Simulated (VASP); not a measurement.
Set up this calculation in VASP 6.6.1, as the native input.

* Task: single point
* Functional: revPBE
* Dispersion: D4
* Potentials or basis: VASP PAW PBE potentials, release 64 (Zr_sv)
* Cutoff: 520 eV
* k mesh: 10 × 10 × 10
* Occupations: methfessel-paxton, width 0.1 eV
* Spin: non-collinear spin, zero start, spin-orbit coupling
* Starting moments: [[0.0, 0.0, 0.0]] μB
* Dipole correction: no
* Further INCAR settings: ALGO = Fast; EDIFF = 1e-06; NBANDS = 23

The structure of Zr lies in POSCAR:

```
Zr
1.0
    0.0000000000      2.2398653158      2.2398653158
    2.2398653158      0.0000000000      2.2398653158
    2.2398653158      2.2398653158      0.0000000000
Zr
1
Direct
    0.0000000000      0.0000000000      0.0000000000
```

This isn't the form of Zr at room conditions, which is hcp.

One way to write it, as run:

INCAR

```
SYSTEM = Zr
PREC = Accurate
ENCUT = 520
EDIFF = 1E-6
ISMEAR = 1
SIGMA = 0.1
LREAL = .FALSE.
LASPH = .TRUE.
NELM = 150
ALGO = Fast
ISIF = 2
LWAVE = .FALSE.
LCHARG = .FALSE.
LNONCOLLINEAR = .TRUE.
MAGMOM = 0 0 0
LORBIT = 11
LSORBIT = .TRUE.
GGA_COMPAT = .FALSE.
LORBMOM = .TRUE.
LMAXMIX = 4
GGA = RE
IVDW = 13
NBANDS = 23
```

KPOINTS

```
Automatic mesh
0
G
  10 10 10
  0 0 0
```

Potentials or basis: VASP PAW PBE potentials, release 64 (Zr_sv).

Launch:

```console
$ cat potpaw_PBE.64/Zr_sv/POTCAR > POTCAR
$ mpirun -np 1 vasp_ncl > vasp.out
```

It gave:

| Property | Result |
| --- | --- |
| Pressure | 2.7 GPa |
| Net moment | 0.00 μB per cell |
| Valence electrons inside the program's atomic spheres | Zr 9.87 |
| Dispersion energy per atom | -0.289 eV |

Caveat: the PAW data sets were made with another functional, which shifts forces and pressure a little.

Run time: 30 s on 1 thread of Intel(R) Xeon(R) 6975P-C (Granite Rapids), on a shared host, peak memory 0.21 GiB.
